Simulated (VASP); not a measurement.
Set up this calculation in VASP 6.6.1, as the native input.

```yaml
Task: single point
Functional: r2SCAN
Potentials_or_basis: VASP PAW PBE potentials, release 64 (Ag)
Cutoff: 520 eV
k_mesh: 18 × 18 × 18
Occupations: fermi-dirac, width 0.1 eV
Spin: no spin polarisation
Dipole_correction: no
Further_INCAR_settings: ALGO = Normal; EDIFF = 1e-06; NBANDS = 12
```

The system is Ag.

```
CELL_PARAMETERS angstrom
0.00000 1.96680 1.96680
1.96680 0.00000 1.96680
1.96680 1.96680 0.00000
ATOMIC_POSITIONS crystal
Ag 0.00000 0.00000 0.00000
```

This cell differs from its parent crystal: volume scaled by 0.88.

The input as run:

POSCAR

```
Ag
1.0
    0.0000000000      1.9667967836      1.9667967836
    1.9667967836      0.0000000000      1.9667967836
    1.9667967836      1.9667967836      0.0000000000
Ag
1
Direct
    0.0000000000      0.0000000000      0.0000000000
```

INCAR.step1

```
SYSTEM = Ag
PREC = Accurate
ENCUT = 520
ISMEAR = -1
SIGMA = 0.1
LREAL = .FALSE.
LASPH = .TRUE.
NELM = 100
NBANDS = 12
GGA = PE
ALGO = Normal
EDIFF = 1E-4
LWAVE = .TRUE.
LCHARG = .FALSE.
```

INCAR.step2

```
SYSTEM = Ag
PREC = Accurate
ENCUT = 520
EDIFF = 1E-6
ISMEAR = -1
SIGMA = 0.1
LREAL = .FALSE.
LASPH = .TRUE.
NELM = 100
ALGO = Normal
ISIF = 2
LWAVE = .FALSE.
LCHARG = .FALSE.
METAGGA = R2SCAN
LMIXTAU = .TRUE.
NBANDS = 12
ISTART = 1
```

KPOINTS

```
regular mesh
0
G
  18 18 18
  0 0 0
```

Potentials or basis: VASP PAW PBE potentials, release 64 (Ag).

The run is started by

```bash
$ cat potpaw_PBE.64/Ag/POTCAR > POTCAR
$ cp INCAR.step1 INCAR
$ mpirun -np 1 vasp_std > vasp.out
$ cp INCAR.step2 INCAR
$ mpirun -np 1 vasp_std > vasp.out
```

It gave:

```yaml
Pressure: 19.5 GPa
```

Caveat: the PAW data sets were made with another functional, which shifts forces and pressure a little.

It took 4.6 min on 1 thread of AMD EPYC 7R13, on a shared host, peak memory 0.14 GiB.
